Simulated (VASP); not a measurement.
# Si4Mo3 (I-43d) in VASP: single point with PBE

Aim: the single point of Si4Mo3 with PBE.

Program: VASP 6.6.1. These are calculated values, not measurements. Logs are shortened: lines on timing, memory, paths and dates and some standing lists are left out, and cuts for length are marked.

## Step 1: The cell of the first run

Symmetry: I-43d, No. 220, cubic system. The conventional cell has a = 7.453 Å, b = 7.453 Å, c = 7.453 Å, α = 90.00°, β = 90.00°, γ = 90.00°. Within 3.4 Å of Si (site symmetry 3) lie 6 Mo at 2.58 Å and 5 Si at 2.78 to 3.23 Å. Within 3.5 Å of Mo (site symmetry -4) lie 8 Si at 2.58 Å and 8 Mo at 3.49 Å.

## Step 2: Single point, PBE

File INCAR:

```
  PREC = Accurate
  ENCUT = 500
  EDIFF = 1E-6
  ISMEAR = 0
  SIGMA = 0.1
  LREAL = False
  LASPH = True
  NELM = 120
  ALGO = Normal
  ISIF = 2
  LWAVE = False
  LCHARG = False
  GGA = PE
  NBANDS = 71
  GGA_COMPAT = False
```

File KPOINTS:

```
Automatic mesh
0
Gamma
  4 4 4
```

File POSCAR:

```
Si4Mo3
1.0
   -3.7265000753      3.7265000753      3.7265000753
    3.7265000753     -3.7265000753      3.7265000753
    3.7265000753      3.7265000753     -3.7265000753
Si Mo
8 6
Direct
    0.5000000000      0.0000000000      0.3343147187
    0.0000000000      0.3343147187      0.5000000000
    0.5000000000      0.0000000000      0.8343147187
    0.3343147187      0.5000000000      0.0000000000
    0.8343147187      0.5000000000      0.0000000000
    0.0000000000      0.8343147187      0.5000000000
    0.6656852813      0.6656852813      0.6656852813
    0.1656852813      0.1656852813      0.1656852813
    0.3750000000      0.2500000000      0.6250000000
    0.6250000000      0.3750000000      0.2500000000
    0.7500000000      0.8750000000      0.1250000000
    0.1250000000      0.7500000000      0.8750000000
    0.2500000000      0.6250000000      0.3750000000
    0.8750000000      0.1250000000      0.7500000000
```

Potentials or basis: VASP PAW PBE potentials, release 64 (Si, Mo_sv).

Command:

```console
$ cat potpaw_PBE.64/Si/POTCAR potpaw_PBE.64/Mo_sv/POTCAR > POTCAR
$ mpirun -np 1 vasp_std > vasp.out
```

OUTCAR:

```text
PREC = Accurate
   ENCUT = 500
   EDIFF = 1E-6
   ISMEAR = 0
   LREAL = False
   LASPH = True
   NELM = 120
   ISIF = 2
   GGA = PE

 ion  position               nearest neighbor table
   1  0.500  0.000  0.334-   9 2.58  13 2.58  14 2.58  10 2.58  11 2.58  12 2.58   4 2.78   8 2.78
                             2 2.78
   2  0.000  0.334  0.500-  10 2.58  12 2.58  13 2.58   9 2.58  11 2.58  14 2.58   4 2.78   8 2.78
                             1 2.78
   3  0.500  0.000  0.834-  10 2.58  11 2.58  12 2.58   9 2.58  14 2.58  13 2.58   6 2.78   7 2.78
                             5 2.78
   4  0.334  0.500  0.000-   9 2.58  10 2.58  11 2.58  12 2.58  13 2.58  14 2.58   1 2.78   8 2.78
                             2 2.78
   5  0.834  0.500  0.000-  12 2.58  13 2.58  14 2.58  11 2.58   9 2.58  10 2.58   6 2.78   7 2.78
                             3 2.78
   6  0.000  0.834  0.500-   9 2.58  11 2.58  14 2.58  13 2.58  12 2.58  10 2.58   3 2.78   7 2.78
                             5 2.78
   7  0.666  0.666  0.666-   9 2.58  10 2.58  13 2.58  11 2.58  12 2.58  14 2.58   3 2.78   5 2.78
                             6 2.78
   8  0.166  0.166  0.166-  11 2.58  12 2.58  14 2.58   9 2.58  13 2.58  10 2.58   1 2.78   2 2.78
                             4 2.78
   9  0.375  0.250  0.625-   1 2.58   4 2.58   6 2.58   7 2.58   3 2.58   2 2.58   8 2.58   5 2.58
                            11 3.49  10 3.49  10 3.49  13 3.49  14 3.49  13 3.49  14 3.49  11 3.49
  10  0.625  0.375  0.250-   2 2.58   3 2.58   4 2.58   7 2.58   1 2.58   6 2.58   5 2.58   8 2.58
                            12 3.49   9 3.49  11 3.49  13 3.49   9 3.49  11 3.49  12 3.49  13 3.49
  11  0.750  0.875  0.125-   3 2.58   4 2.58   6 2.58   8 2.58   1 2.58   7 2.58   5 2.58   2 2.58
                             9 3.49  14 3.49  10 3.49  12 3.49  14 3.49  10 3.49   9 3.49  12 3.49
  12  0.125  0.750  0.875-   2 2.58   3 2.58   5 2.58   8 2.58   6 2.58   4 2.58   7 2.58   1 2.58
                            11 3.49  10 3.49  11 3.49  13 3.49  14 3.49  13 3.49  10 3.49  14 3.49
  13  0.250  0.625  0.375-   1 2.58   2 2.58   5 2.58   7 2.58   6 2.58   4 2.58   3 2.58   8 2.58
                            14 3.49   9 3.49   9 3.49  10 3.49  12 3.49  12 3.49  14 3.49  10 3.49
  14  0.875  0.125  0.750-   1 2.58   5 2.58   6 2.58   8 2.58   3 2.58   4 2.58   7 2.58   2 2.58
                            13 3.49   9 3.49  11 3.49  12 3.49  11 3.49   9 3.49  13 3.49  12 3.49

  LATTYP: Found a body centered cubic cell.
 ALAT       =     7.4530001506

  Lattice vectors:

 A1 = (  -3.7265000753,   3.7265000753,   3.7265000753)
 A2 = (   3.7265000753,  -3.7265000753,   3.7265000753)
 A3 = (   3.7265000753,   3.7265000753,  -3.7265000753)

Analysis of symmetry for initial positions (statically):
=====================================================================
 Subroutine PRICEL returns:
 Original cell was already a primitive cell.

 Routine SETGRP: Setting up the symmetry group for a
 body centered cubic supercell.

[... 151 lines left out ...]
   LORBIT       =      0    0 simple, 1 ext, 2 COOP (PROOUT), +10 PAW based schemes
   GGA     = PE    functional components
   LHFCALC =     F    Hartree Fock is set to
   AEXX    =    0.0000 exact exchange contribution
   IVDW    =     0    specifies the selected vdW correction
   LEPSILON=     F    determine dielectric tensor
   LRPA    =     F    only Hartree local field effects (RPA)
 non-spin polarized calculation
 Gauss-broadening in eV      SIGMA  =   0.10
  energy-cutoff  :      500.00
  volume of cell :      207.00
 maximum number of plane-waves:      5284
   NGX = 23   NGY = 23   NGZ = 23

 number of electron     115.9999980 magnetization

 Free energy of the ion-electron system (eV)
  ---------------------------------------------------
  ext. energy  EPLUGINS =         0.00000000
  ---------------------------------------------------
  free energy    TOTEN  =      -108.63488966 eV

  energy without entropy =     -108.61700407  energy(sigma->0) =     -108.62594686

 E-fermi :  11.3140     XC(G=0): -12.1575

 val. band max:       11.2602382380   @ k =  -0.2500   0.2500   0.2500
 cond. band min:      11.4620329790   @ k =   0.2500   0.0000   0.0000
 fundamental gap:      0.2017947411
 Fermi energy:        11.3139587175

 k-point     1 :       0.0000    0.0000    0.0000
  band No.  band energies     occupation
      1     -49.6057      2.00000
      2     -49.5931      2.00000
      3     -49.5931      2.00000
      4     -49.5931      2.00000
      5     -49.5882      2.00000
      6     -49.5882      2.00000
[... 573 lines left out ...]
     69      14.2458      0.00000
     70      14.2459      0.00000
 [bands above 70 left out]

------------------------ aborting loop because EDIFF is reached ----------------------------------------

  FORCE on cell =-STRESS in cart. coord.  units (eV):
  Direction    XX          YY          ZZ          XY          YZ          ZX
  --------------------------------------------------------------------------------------
  -------------------------------------------------------------------------------------
  Total       -0.7282487     -0.7282487     -0.7282487      0.0000000      0.0000000     -0.0000000
  in kB       -5.6367254     -5.6367254     -5.6367254      0.0000000      0.0000000     -0.0000000
  external PRESSURE =      -5.6367254 kB  Pullay stress =       0.0000000 kB

 VOLUME and BASIS-vectors are now :
 -----------------------------------------------------------------------------
  energy-cutoff  :      500.00
  volume of cell :      207.00
      direct lattice vectors                 reciprocal lattice vectors
    -3.726500075  3.726500075  3.726500075     0.000000000  0.134174155  0.134174155
     3.726500075 -3.726500075  3.726500075     0.134174155  0.000000000  0.134174155
     3.726500075  3.726500075 -3.726500075     0.134174155  0.134174155  0.000000000

 POSITION                                       TOTAL-FORCE (eV/Angst)
 -----------------------------------------------------------------------------------
     -0.61743      3.10907      0.61743        -0.004350     -0.004350      0.004350
      3.10907      0.61743     -0.61743        -0.004350      0.004350     -0.004350
      1.24582      4.97232     -1.24582        -0.004350     -0.004350      0.004350
      0.61743     -0.61743      3.10907         0.004350     -0.004350     -0.004350
     -1.24582      1.24582      4.97232         0.004350     -0.004350     -0.004350
      4.97232     -1.24582      1.24582        -0.004350      0.004350     -0.004350
      2.48068      2.48068      2.48068         0.004350      0.004350      0.004350
      0.61743      0.61743      0.61743         0.004350      0.004350      0.004350
      1.86325      2.79488      0.00000         0.000000     -0.000000      0.000000
     -0.00000      1.86325      2.79488         0.000000     -0.000000      0.000000
      0.93163     -0.00000      5.58975         0.000000     -0.000000      0.000000
      5.58975      0.93163     -0.00000         0.000000     -0.000000      0.000000
      2.79488      0.00000      1.86325         0.000000     -0.000000      0.000000
     -0.00000      5.58975      0.93163         0.000000     -0.000000      0.000000
 -----------------------------------------------------------------------------------
    total drift:                                0.000000      0.000000     -0.000000

  FREE ENERGIE OF THE ION-ELECTRON SYSTEM (eV)
  ---------------------------------------------------
  free  energy   TOTEN  =      -108.6348896552 eV

  energy  without entropy=     -108.6170040739  energy(sigma->0) =     -108.62594686
```

OSZICAR:

```text
N       E                     dE             d eps       ncg     rms          rms(c)
DAV:   1     0.108492590677E+04    0.10849E+04   -0.64491E+04  1208   0.154E+03
DAV:   2    -0.621872369872E+02   -0.11471E+04   -0.11187E+04  1296   0.436E+02
DAV:   3    -0.112872266416E+03   -0.50685E+02   -0.48901E+02  1480   0.813E+01
DAV:   4    -0.114238147519E+03   -0.13659E+01   -0.13421E+01  1392   0.112E+01
DAV:   5    -0.114273710647E+03   -0.35563E-01   -0.35419E-01  1370   0.170E+00    0.445E+01
DAV:   6    -0.109178677684E+03    0.50950E+01   -0.48709E+01  1315   0.226E+01    0.875E+00
DAV:   7    -0.108710197498E+03    0.46848E+00   -0.53900E+00  1291   0.788E+00    0.885E+00
DAV:   8    -0.108635271485E+03    0.74926E-01   -0.32968E-01  1320   0.223E+00    0.788E-01
DAV:   9    -0.108634788782E+03    0.48270E-03   -0.22565E-02  1448   0.414E-01    0.485E-01
DAV:  10    -0.108635006582E+03   -0.21780E-03   -0.22060E-03  1344   0.213E-01    0.111E-01
DAV:  11    -0.108634893534E+03    0.11305E-03   -0.61403E-04  1305   0.878E-02    0.253E-02
DAV:  12    -0.108634891393E+03    0.21413E-05   -0.32542E-05  1440   0.220E-02    0.862E-03
DAV:  13    -0.108634890114E+03    0.12790E-05   -0.17579E-06   786   0.458E-03    0.261E-03
DAV:  14    -0.108634889655E+03    0.45879E-06   -0.30619E-07   736   0.207E-03
   1 F= -.10863489E+03 E0= -.10862595E+03  d E =-.178856E-01
```

Wall time 60 s (1 thread of Intel Xeon 6975P-C (Granite Rapids), shared host); peak memory 0.36 GiB.

Results:

* Free energy: -108.6349 eV
* Pressure: -0.6 GPa
* Largest force: 0.008 eV/Å
* Band gap on the k mesh: zero (bands 58 and 59 overlap by 0.22 eV)

Forces in eV/Å, atoms in the order of the input:
```
Si  -0.004 -0.004  0.004
Si  -0.004  0.004 -0.004
Si  -0.004 -0.004  0.004
Si   0.004 -0.004 -0.004
Si   0.004 -0.004 -0.004
Si  -0.004  0.004 -0.004
Si   0.004  0.004  0.004
Si   0.004  0.004  0.004
Mo   0.000  0.000  0.000
Mo   0.000  0.000  0.000
Mo   0.000  0.000  0.000
Mo   0.000  0.000  0.000
Mo   0.000  0.000  0.000
Mo   0.000  0.000  0.000
```
